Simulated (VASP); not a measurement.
Si24O49 (a cell with a defect), 73 atoms in the cell. The cell holds a defect, 73 atoms: a = 8.389 Å, b = 8.389 Å, c = 8.036 Å, α = 90.00°, β = 90.00°, γ = 90.00°. 

```yaml
Program: VASP 6.6.1
Task: single point
Functional: PBEsol
Potentials_or_basis: VASP PAW PBE potentials, release 64 (Si, O)
Cutoff: 520 eV
k_mesh: 1 × 1 × 1, shifted
Occupations: fermi-dirac, width 0.05 eV
Spin: collinear spin
Dipole_correction: no
Charge: 1
Further_INCAR_settings: LREAL = Auto; ALGO = Normal; EDIFF = 1e-06; NBANDS = 241; ISYM = -1; NELECT = 389.0
```

Potentials or basis: VASP PAW PBE potentials, release 64 (Si, O).

Launch:

```sh
$ cat potpaw_PBE.64/Si/POTCAR potpaw_PBE.64/O/POTCAR > POTCAR
$ mpirun -np 1 vasp_std > vasp.out
```

Hardware: 1 thread of Intel(R) Xeon(R) Platinum 8259CL CPU @ 2.50GHz (Skylake/Cascade Lake), on a shared host.

How long does it take, and how much memory?

Wall time 14 min on 1 thread of Intel(R) Xeon(R) Platinum 8259CL CPU @ 2.50GHz (Skylake/Cascade Lake), with other jobs on the host, peak memory 0.78 GiB. Counts: scf iterations 17, k points 1.
